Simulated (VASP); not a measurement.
# Si2Mo (I4/mmm) in VASP: further runs

Si2Mo is run at these levels: PBEsol, PBE; tasks: single point.

Program: VASP 6.6.1. These are calculated values, not measurements. Logs are shortened: lines on timing, memory, paths and dates and some standing lists are left out, and cuts for length are marked.

### Step 1. The cell of the first run

Symmetry: I4/mmm, No. 139, tetragonal system. The conventional cell has a = 3.242 Å, b = 3.242 Å, c = 7.964 Å, α = 90.00°, β = 90.00°, γ = 90.00°. Mo (site symmetry 4/mmm) has 10 Si at 2.65 Å and 4 Mo at 3.24 Å within 3.5 Å. Si (site symmetry 4mm) has 9 Si at 2.65 to 3.24 Å and 5 Mo at 2.65 Å within 3.5 Å.

### Step 2. Single point, PBEsol (13.95 Å³/atom)

Input file INCAR:

```
PREC = Accurate ; ENCUT = 520
EDIFF = 1E-6 ; ISMEAR = -1
SIGMA = 0.05 ; LREAL = F
LASPH = T ; NELM = 60
ALGO = Normal ; ISIF = 2
LWAVE = F ; LCHARG = F
GGA = PS ; NBANDS = 18
```

Input file KPOINTS:

```
Automatic mesh
0
Gamma
  12 12 12
```

Input file POSCAR:

```
Si2Mo
1.0
   -1.6210550461      1.6210550461      3.9822230367
    1.6210550461     -1.6210550461      3.9822230367
    1.6210550461      1.6210550461     -3.9822230367
Mo Si
1 2
Direct
    0.0000000000      0.0000000000      0.0000000000
    0.6670000000      0.6670000000      0.0000000000
    0.3330000000      0.3330000000      0.0000000000
```

Potentials or basis: VASP PAW PBE potentials, release 64 (Mo_sv, Si).

Run with:

```sh
$ cat potpaw_PBE.64/Mo_sv/POTCAR potpaw_PBE.64/Si/POTCAR > POTCAR
$ mpirun -np 1 vasp_std > vasp.out
```

OUTCAR:

```text
PREC = Accurate
   ENCUT = 520
   EDIFF = 1E-6
   ISMEAR = -1
   LREAL = F
   LASPH = T
   NELM = 60
   ISIF = 2
   GGA = PS

 ion  position               nearest neighbor table
   1  0.000  0.000  0.000-   2 2.65   2 2.65   2 2.65   3 2.65   2 2.65   3 2.65   3 2.65   3 2.65
                             2 2.65   3 2.65
   2  0.667  0.667  0.000-   3 2.65   3 2.65   3 2.65   3 2.65   1 2.65   1 2.65   1 2.65   1 2.65
                             1 2.65   3 2.66
   3  0.333  0.333  0.000-   2 2.65   2 2.65   2 2.65   2 2.65   1 2.65   1 2.65   1 2.65   1 2.65
                             1 2.65   2 2.66

  LATTYP: Found a body centered tetragonal cell.
 ALAT       =     3.2421100922
 C/A-ratio  =     2.4565625000

  Lattice vectors:

 A1 = (  -1.6210550461,   1.6210550461,   3.9822230367)
 A2 = (   1.6210550461,  -1.6210550461,   3.9822230367)
 A3 = (   1.6210550461,   1.6210550461,  -3.9822230367)

Analysis of symmetry for initial positions (statically):
=====================================================================
 Subroutine PRICEL returns:
 Original cell was already a primitive cell.

 Routine SETGRP: Setting up the symmetry group for a
 body centered tetragonal supercell.

 Subroutine GETGRP returns: Found 16 space group operations
 (whereof 16 operations were pure point group operations)
 out of a pool of 16 trial point group operations.

The static configuration has the point symmetry D_4h.

Analysis of symmetry for dynamics (positions and initial velocities):
=====================================================================
 Subroutine PRICEL returns:
 Original cell was already a primitive cell.

 Routine SETGRP: Setting up the symmetry group for a
 body centered tetragonal supercell.

 Subroutine GETGRP returns: Found 16 space group operations
 (whereof 16 operations were pure point group operations)
 out of a pool of 16 trial point group operations.

The dynamic configuration has the point symmetry D_4h.

 Subroutine INISYM returns: Found 16 space group operations
 (whereof 16 operations are pure point group operations),
 and found     1 'primitive' translations

----------------------------------------------------------------------------------------

                                     Primitive cell

  volume of cell :      41.8583

  direct lattice vectors                    reciprocal lattice vectors
    -1.621055046  1.621055046  3.982223037     0.000000000  0.308441099  0.125558010
     1.621055046 -1.621055046  3.982223037     0.308441099  0.000000000  0.125558010
     1.621055046  1.621055046 -3.982223037     0.308441099  0.308441099  0.000000000

  length of vectors
     4.594968905  4.594968905  4.594968905     0.333017605  0.333017605  0.436201585

  position of ions in fractional coordinates (direct lattice)
     0.000000000  0.000000000  0.000000000
     0.667000000  0.667000000  0.000000000
     0.333000000  0.333000000  0.000000000

  ion indices of the primitive-cell ions
   primitive index   ion index
                 1           1
                 2           2
                 3           3

----------------------------------------------------------------------------------------

 KPOINTS: Automatic mesh

Automatic generation of k-mesh.
 Grid dimensions read from file:
 generate k-points for:   12   12   12

 Generating k-lattice:

  Cartesian coordinates                     Fractional coordinates (reciprocal lattice)
     0.000000000  0.025703425  0.010463168     0.083333333  0.000000000  0.000000000
     0.025703425  0.000000000  0.010463168     0.000000000  0.083333333  0.000000000
     0.025703425  0.025703425  0.000000000     0.000000000  0.000000000  0.083333333

  Length of vectors
     0.027751467  0.027751467  0.036350132

  Shift w.r.t. Gamma in fractional coordinates (k-lattice)
     0.000000000  0.000000000  0.000000000

 Subroutine IBZKPT returns following result:
 ===========================================

 Found    163 irreducible k-points:

 Following reciprocal coordinates:
            Coordinates               Weight
  0.000000  0.000000  0.000000      1.000000
  0.083333  0.000000  0.000000      8.000000
  0.166667  0.000000  0.000000      8.000000
  0.250000  0.000000 -0.000000      8.000000
  0.333333  0.000000  0.000000      8.000000
  0.416667  0.000000 -0.000000      8.000000
[... 16 lines left out ...]
  0.500000  0.166667  0.000000     16.000000
 -0.416667  0.166667  0.000000     16.000000
 [... further k-points ...]
   k-points           NKPTS =    163   k-points in BZ     NKDIM =    163   number of bands    NBANDS=     18
   number of dos      NEDOS =    301   number of ions     NIONS =      3
   total plane-waves  NPLWV =  46656
   dimension x,y,z NGX =    36 NGY =   36 NGZ =   36
   dimension x,y,z NGXF=    72 NGYF=   72 NGZF=   72
   ions per type =               1   2
   NGX,Y,Z   is equivalent  to a cutoff of  13.02, 13.02, 13.02 a.u.
   NGXF,Y,Z  is equivalent  to a cutoff of  26.05, 26.05, 26.05 a.u.
 SYSTEM =  unknown system
   PREC   = accura    normal or accurate (medium, high low for compatibility)
   ISTART =      0    job   : 0-new  1-cont  2-samecut
   ICHARG =      2    charge: 1-file 2-atom 10-const
   ISPIN  =      1    spin polarized calculation?
   LNONCOLLINEAR =      F non collinear calculations
   LSORBIT =      F    spin-orbit coupling
   LASPH  =      T    aspherical Exc in radial PAW
   ENCUT  =  520.0 eV  38.22 Ry    6.18 a.u.   8.54  8.54  8.54*2*pi/ulx,y,z
   NELM   =     60;   NELMIN=  2; NELMDL= -5     # of ELM steps
   EDIFF  = 0.1E-05   stopping-criterion for ELM
   LREAL  =      F    real-space projection
   EDIFFG = 0.1E-04   stopping-criterion for IOM
   NSW    =      0    number of steps for IOM
   IBRION =     -1    ionic relax: 0-MD 1-quasi-New 2-CG
   NFREE  =      0    steps in history (QN), initial steepest desc. (CG)
   ISIF   =      2    stress and relaxation
   ISYM   =      2    0-nonsym 1-usesym 2-fastsym
   POTIM  = 0.5000    time-step for ionic-motion
   TEBEG  =    0.0;   TEEND  =   0.0 temperature during run
   PSTRESS=    0.0 pullay stress
   NELECT =      22.0000    total number of electrons
   NUPDOWN=      -1.0000    fix difference up-down
   EMIN   =  10.00;   EMAX   =-10.00  energy-range for DOS
   EFERMI =   0.00;   METHOD = LEGACY
   ISMEAR =    -1;   SIGMA  =   0.05  broadening in eV -4-tet -1-fermi 0-gaus
   EFERMI_NEDOS =   21; number of points for ismear=-14 and -15
   IALGO  =     38    algorithm
   IMIX   =      4    mixing-type and parameters
     AMIX     =   0.40;   BMIX     =  1.00
     AMIX_MAG =   1.60;   BMIX_MAG =  1.00
  volume/ion in A,a.u.               =      13.95        94.16
  Fermi-wavevector in a.u.,A,eV,Ry     =   1.321160  2.496630 23.748470  1.745463
  Thomas-Fermi vector in A             =   2.450934
   LORBIT       =      0    0 simple, 1 ext, 2 COOP (PROOUT), +10 PAW based schemes
   GGA     = PS    functional components
   LHFCALC =     F    Hartree Fock is set to
   AEXX    =    0.0000 exact exchange contribution
   IVDW    =     0    specifies the selected vdW correction
   LEPSILON=     F    determine dielectric tensor
   LRPA    =     F    only Hartree local field effects (RPA)
 non-spin polarized calculation
  energy-cutoff  :      520.00
  volume of cell :       41.86
 maximum number of plane-waves:      1149
 NGX is ok and might be reduce to    36
   NGX = 17   NGY = 17   NGZ = 17

 number of electron      22.0000000 magnetization

 Free energy of the ion-electron system (eV)
  ---------------------------------------------------
  ext. energy  EPLUGINS =         0.00000000
  ---------------------------------------------------
  free energy    TOTEN  =       -25.00852203 eV

  energy without entropy =      -25.00611864  energy(sigma->0) =      -25.00732033

 E-fermi :  11.6116     XC(G=0): -12.3263

 val. band max:       11.5437775808   @ k =  -0.3333  -0.4167   0.3333
 cond. band min:      11.6582506283   @ k =   0.0833   0.0000   0.0000
 fundamental gap:      0.1144730475
 Fermi energy:        11.6115676700

 k-point     1 :       0.0000    0.0000    0.0000
  band No.  band energies     occupation
      1     -49.0853      2.00000
      2     -23.2534      2.00000
      3     -23.1719      2.00000
      4     -23.1719      2.00000
      5      -1.5456      2.00000
      6       5.4959      2.00000
[... 10 lines left out ...]
     17      16.4210      0.00000
     18      16.4210      0.00000

 k-point     2 :       0.0833    0.0000    0.0000
  band No.  band energies     occupation
      1     -49.0843      2.00000
      2     -23.2523      2.00000
      3     -23.1870      2.00000
      4     -23.1705      2.00000
      5      -1.4240      2.00000
      6       5.4905      2.00000
[... 10 lines left out ...]
     17      16.5547      0.00000
     18      17.1696      0.00000

 k-point     3 :       0.1667    0.0000    0.0000
  band No.  band energies     occupation
      1     -49.0815      2.00000
      2     -23.2492      2.00000
      3     -23.2279      2.00000
      4     -23.1667      2.00000
      5      -1.0650      2.00000
      6       5.4091      2.00000
[... 10 lines left out ...]
     17      17.2592      0.00000
     18      18.6417      0.00000

 k-point     4 :       0.2500    0.0000   -0.0000
  band No.  band energies     occupation
      1     -49.0777      2.00000
      2     -23.2837      2.00000
      3     -23.2447      2.00000
      4     -23.1615      2.00000
      5      -0.4860      2.00000
      6       5.0300      2.00000
[... 10 lines left out ...]
     17      18.2286      0.00000
     18      20.3461      0.00000

 k-point     5 :       0.3333    0.0000    0.0000
  band No.  band energies     occupation
      1     -49.0738      2.00000
      2     -23.3387      2.00000
      3     -23.2405      2.00000
      4     -23.1563      2.00000
      5       0.2849      2.00000
      6       4.2576      2.00000
[... 10 lines left out ...]
     17      18.2751      0.00000
     18      20.4783      0.00000

 k-point     6 :       0.4167    0.0000   -0.0000
  band No.  band energies     occupation
      1     -49.0710      2.00000
      2     -23.3786      2.00000
      3     -23.2373      2.00000
      4     -23.1525      2.00000
      5       1.2080      2.00000
      6       3.2779      2.00000
[... 10 lines left out ...]
     17      17.8144      0.00000
     18      19.1014      0.00000

 k-point     7 :       0.5000    0.0000   -0.0000
  band No.  band energies     occupation
      1     -49.0699      2.00000
      2     -23.3932      2.00000
      3     -23.2361      2.00000
      4     -23.1511      2.00000
      5       2.2065      2.00000
      6       2.2536      2.00000
[... 10 lines left out ...]
     17      17.6380      0.00000
     18      18.3699      0.00000

 k-point     8 :       0.0833    0.0833    0.0000
  band No.  band energies     occupation
      1     -49.0833      2.00000
      2     -23.2517      2.00000
      3     -23.1865      2.00000
      4     -23.1846      2.00000
      5      -1.2692      2.00000
      6       5.3051      2.00000
[... 10 lines left out ...]
     17      17.2651      0.00000
     18      17.3135      0.00000
[... 229 lines left out ...]
     17      18.1795      0.00000
     18      19.3298      0.00000

 k-point    20 :       0.2500    0.1667   -0.0000
  band No.  band energies     occupation
      1     -49.0739      2.00000
      2     -23.2773      2.00000
      3     -23.2417      2.00000
      4     -23.2159      2.00000
      5       0.1203      2.00000
      6       4.5673      2.00000
[... 10 lines left out ...]
     17      18.2863      0.00000
     18      19.9008      0.00000

 k-point    21 :       0.3333    0.1667    0.0000
  band No.  band energies     occupation
      1     -49.0700      2.00000
      2     -23.3313      2.00000
      3     -23.2368      2.00000
      4     -23.2100      2.00000
      5       0.8855      2.00000
      6       4.0697      2.00000
[... 10 lines left out ...]
     17      18.9631      0.00000
     18      19.8468      0.00000

 k-point    22 :       0.4167    0.1667    0.0000
  band No.  band energies     occupation
      1     -49.0673      2.00000
      2     -23.3706      2.00000
      3     -23.2325      2.00000
      4     -23.2056      2.00000
      5       1.7741      2.00000
      6       3.2577      2.00000
[... 10 lines left out ...]
     17      18.7735      0.00000
     18      20.2226      0.00000

 k-point    23 :       0.5000    0.1667    0.0000
  band No.  band energies     occupation
      1     -49.0663      2.00000
      2     -23.3848      2.00000
      3     -23.2302      2.00000
      4     -23.2040      2.00000
      5       2.2568      2.00000
      6       2.7753      2.00000
[... 10 lines left out ...]
     17      18.9167      0.00000
     18      20.0958      0.00000

 k-point    24 :      -0.4167    0.1667    0.0000
  band No.  band energies     occupation
      1     -49.0673      2.00000
      2     -23.3704      2.00000
      3     -23.2305      2.00000
      4     -23.2055      2.00000
      5       1.3082      2.00000
      6       3.7867      2.00000
[... 10 lines left out ...]
     17      18.7025      0.00000
     18      19.4782      0.00000

 [... further k-points ...]

------------------------ aborting loop because EDIFF is reached ----------------------------------------

  FORCE on cell =-STRESS in cart. coord.  units (eV):
  Direction    XX          YY          ZZ          XY          YZ          ZX
  --------------------------------------------------------------------------------------
  -------------------------------------------------------------------------------------
  Total       -2.4131648     -2.4131648     -2.9882066      0.0000000     -0.0000000      0.0000000
  in kB      -92.3669198    -92.3669198   -114.3773716      0.0000000     -0.0000000      0.0000000
  external PRESSURE =     -99.7037371 kB  Pullay stress =       0.0000000 kB

 VOLUME and BASIS-vectors are now :
 -----------------------------------------------------------------------------
  energy-cutoff  :      520.00
  volume of cell :       41.86
      direct lattice vectors                 reciprocal lattice vectors
    -1.621055046  1.621055046  3.982223037     0.000000000  0.308441099  0.125558010
     1.621055046 -1.621055046  3.982223037     0.308441099  0.000000000  0.125558010
     1.621055046  1.621055046 -3.982223037     0.308441099  0.308441099  0.000000000

 POSITION                                       TOTAL-FORCE (eV/Angst)
 -----------------------------------------------------------------------------------
      0.00000      0.00000      0.00000         0.000000      0.000000     -0.000000
      0.00000      0.00000      5.31229        -0.000000     -0.000000     -0.378690
      0.00000      0.00000      2.65216         0.000000      0.000000      0.378690
 -----------------------------------------------------------------------------------
    total drift:                                0.000000      0.000000     -0.000000

  FREE ENERGIE OF THE ION-ELECTRON SYSTEM (eV)
  ---------------------------------------------------
  free  energy   TOTEN  =       -25.0085220271 eV

  energy  without entropy=      -25.0061186380  energy(sigma->0) =      -25.00732033
```

It took 76 s on 1 thread of Intel Xeon 6975P-C (Granite Rapids), shared host; peak memory 0.28 GiB.

What came out:

```yaml
Free_energy: -25.0085 eV
Pressure: -10.0 GPa
Largest_force: 0.379 eV/Å
Band_gap_on_the_k_mesh: zero (bands 11 and 12 overlap by 1.01 eV)
```

Forces on the atoms (eV/Å):
```
Mo   0.000  0.000  0.000
Si   0.000  0.000 -0.379
Si   0.000  0.000  0.379
```

Levels at points of the mesh, in eV from the Fermi level:
```csv
k point,band 8,band 9,band 10,band 11,band 12,band 13,band 14,band 15
"(0.00, 0.00, 0.00)",-2.88,-2.56,-2.56,0.39,2.84,3.21,3.52,3.52
"(0.50, 0.00, 0.00)",-4.36,-2.50,-2.40,-0.48,2.11,2.95,3.73,4.13
"(0.50, 0.50, 0.00)",-5.28,-4.36,-2.92,-1.14,2.16,2.53,2.86,3.12
"(0.50, 0.50, 0.50)",-2.20,-0.56,-0.56,-0.52,-0.52,0.52,4.46,4.70
```

Caveat: the cell stands under tension; the PAW data sets were made with another functional, which shifts forces and pressure a little.

### Step 3. Single point, PBE

This run uses another cell than the first one, of 13.42 Å³/atom.

Input file INCAR:

```
SYSTEM = Si2Mo
  PREC = Accurate
  ENCUT = 520
  EDIFF = 1E-7
  ISMEAR = 0
  SIGMA = 0.05
  LREAL = .FALSE.
  LASPH = .TRUE.
  NELM = 80
  ALGO = Normal
  ISIF = 2
  LWAVE = .FALSE.
  LCHARG = .TRUE.
  GGA = PE
  LELF = .TRUE.
  LVHAR = .TRUE.
  NBANDS = 18
```

Input file KPOINTS:

```
regular mesh
0
G
  12 12 12
  0 0 0
```

Input file POSCAR:

```
Si2Mo
1.0
   -1.6000000000      1.6000000000      3.9305000000
    1.6000000000     -1.6000000000      3.9305000000
    1.6000000000      1.6000000000     -3.9305000000
Mo Si
1 2
Direct
    0.0000000000      0.0000000000      0.0000000000
    0.6670000000      0.6670000000      0.0000000000
    0.3330000000      0.3330000000      0.0000000000
```

Potentials or basis: VASP PAW PBE potentials, release 64 (Mo_sv, Si).

Run with:

```sh
$ cat potpaw_PBE.64/Mo_sv/POTCAR potpaw_PBE.64/Si/POTCAR > POTCAR
$ mpirun -np 1 vasp_std > vasp.out
```

It took 72 s on 1 thread of Intel Xeon 6975P-C (Granite Rapids), shared host; peak memory 0.27 GiB.

It converged, with:

```
Free energy            : -23.2524 eV
Pressure               : 2.4 GPa
Largest force          : 0.271 eV/Å
Band gap on the k mesh : zero (bands 11 and 12 overlap by 1.04 eV)
```

Forces on the atoms (eV/Å):
```
Mo   0.000  0.000  0.000
Si   0.000  0.000 -0.271
Si   0.000  0.000  0.271
```

Stress tensor (GPa, compression positive):
```
2.78 0.00 0.00
0.00 2.78 0.00
0.00 0.00 1.63
```

Levels at points of the mesh, in eV from the Fermi level:
```
           k point  band 8  band 9  band 10  band 11  band 12  band 13  band 14  band 15
(0.00, 0.00, 0.00)   -3.05   -2.69    -2.69     0.38     3.05     3.08     3.61     3.61
(0.50, 0.00, 0.00)   -4.50   -2.64    -2.54    -0.54     2.24     2.99     4.00     4.23
(0.50, 0.50, 0.00)   -5.31   -4.52    -3.09    -1.16     2.29     2.69     2.98     3.22
(0.50, 0.50, 0.50)   -2.31   -0.61    -0.61    -0.56    -0.56     0.52     4.59     5.13
```
